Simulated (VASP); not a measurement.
Crystal: Al.

```
Al
1.0
     2.72176    0.00000    0.00000
     0.00000    2.72176    0.00000
     0.00000    0.00000    2.72176
Al
1
Direct
  0.00000 0.00000 0.00000
```

Base run:

```yaml
Program: VASP 6.6.1
Functional: PBE
Potentials_or_basis: VASP PAW PBE potentials, release 64 (Al)
Cutoff: 520 eV
k_mesh: 10 × 10 × 10
Occupations: fermi-dirac, width 0.05 eV
Spin: no spin polarisation
```

Its results: pressure 0.3 GPa.

**Question.** After a change of settings the same cell gave: pressure -1.0 GPa. Which change was it?
A. functional from PBE to r2SCAN50; k mesh from 10 × 10 × 10 to 5 × 5 × 5
B. functional from PBE to PBEsol-based global hybrid; k mesh from 10 × 10 × 10 to 5 × 5 × 5
C. functional from PBE to PBEsol; k mesh from 10 × 10 × 10 to 6 × 6 × 6

**Answer.** C.

Caveats: some runs use coarse meshes; the PAW data sets were made with another functional, which shifts forces and pressure a little (some runs).
